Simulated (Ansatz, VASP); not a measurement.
One calculation of Si, two programs

```
CELL_PARAMETERS angstrom
3.58500 0.00000 0.00000
-1.79250 3.10470 0.00000
0.00000 0.00000 28.00000
ATOMIC_POSITIONS crystal
Si 0.33333 0.66667 0.51530
Si 0.66667 0.33333 0.48470
```

Alike in both runs: task single point; functional LDA; k mesh 15 × 15 × 1; occupations gaussian, width 0.1 eV; no spin polarisation.

|  | VASP | Ansatz |
| --- | --- | --- |
| version | VASP 6.6.1 | Ansatz 0.2.0 |
| potentials or method | VASP PAW LDA potentials, release 64 (Si), cutoff 520 eV | scalar-relativistic, plane waves, PAW |
| valence electrons in the cell | 8 | 8 |

|  | VASP | Ansatz | Ansatz less VASP |
| --- | --- | --- | --- |
| gap on the k mesh at the Fermi level (eV) | none | none | - |
| rms of the force components (eV/Å) | 0.437 | 0.442 | +0.0049 |

Ansatz warns that its potentials were made for another functional, while VASP's fit it. LDA's correlation is that of Perdew and Zunger in VASP and of Perdew and Wang (1992) in Ansatz. Atom by atom the forces differ by 0.005 eV/Å (rms over components). A gap of «none» marks a metal or a gap that the smearing closes.
